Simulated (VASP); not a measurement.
Set up this calculation in VASP 6.6.1, as the native input.

```
Task                   : single point
Functional             : PBE
Potentials or basis    : VASP PAW PBE potentials, release 64 (Hg, F)
Cutoff                 : 520 eV
k mesh                 : 8 × 8 × 8
Occupations            : fermi-dirac, width 0.05 eV
Spin                   : no spin polarisation
Dipole correction      : no
Further INCAR settings : ALGO = Normal; EDIFF = 1e-06; NBANDS = 24
```

The structure of HgF3 lies in POSCAR:

```
HgF3
1.0
    0.0000000000      2.8631710000      2.8631710000
    2.8631710000      0.0000000000      2.8631710000
    2.8631710000      2.8631710000      0.0000000000
Hg F
1 3
Direct
    0.0000000000      0.0000000000      0.0000000000
    0.5000000000      0.5000000000      0.5000000000
    0.7500000000      0.7500000000      0.7500000000
    0.2500000000      0.2500000000      0.2500000000
```

The input as run:

INCAR

```
SYSTEM = HgF3
PREC     = Accurate       ! precision mode
ENCUT    = 520            ! plane-wave cutoff, eV
EDIFF    = 1E-6           ! SCF threshold, eV
ISMEAR   = -1             ! smearing method
SIGMA    = 0.05           ! smearing width, eV
LREAL    = .False.        ! projectors in reciprocal space
LASPH    = .True.         ! aspherical terms in the spheres
NELM     = 80             ! most SCF steps
ALGO     = Normal         ! electronic algorithm
ISIF     = 2              ! what is computed and relaxed
LWAVE    = .False.        ! write WAVECAR
LCHARG   = .False.        ! write CHGCAR
GGA      = PE             ! functional
NBANDS   = 24             ! bands
```

KPOINTS

```
regular mesh
0
Gamma
  8 8 8
  0 0 0
```

Potentials or basis: VASP PAW PBE potentials, release 64 (Hg, F).

Command:

```console
$ cat potpaw_PBE.64/Hg/POTCAR potpaw_PBE.64/F/POTCAR > POTCAR
$ mpirun -np 1 vasp_std > vasp.out
```

It gave:

* Pressure: 1.6 GPa

Caveat: an odd number of electrons without spin polarisation forces a metal; a magnetic or distorted state may lie lower.

It took 22 s on 1 thread of AMD EPYC 9R45 96-Core Processor (Zen 5), on a shared host, peak memory 0.15 GiB.
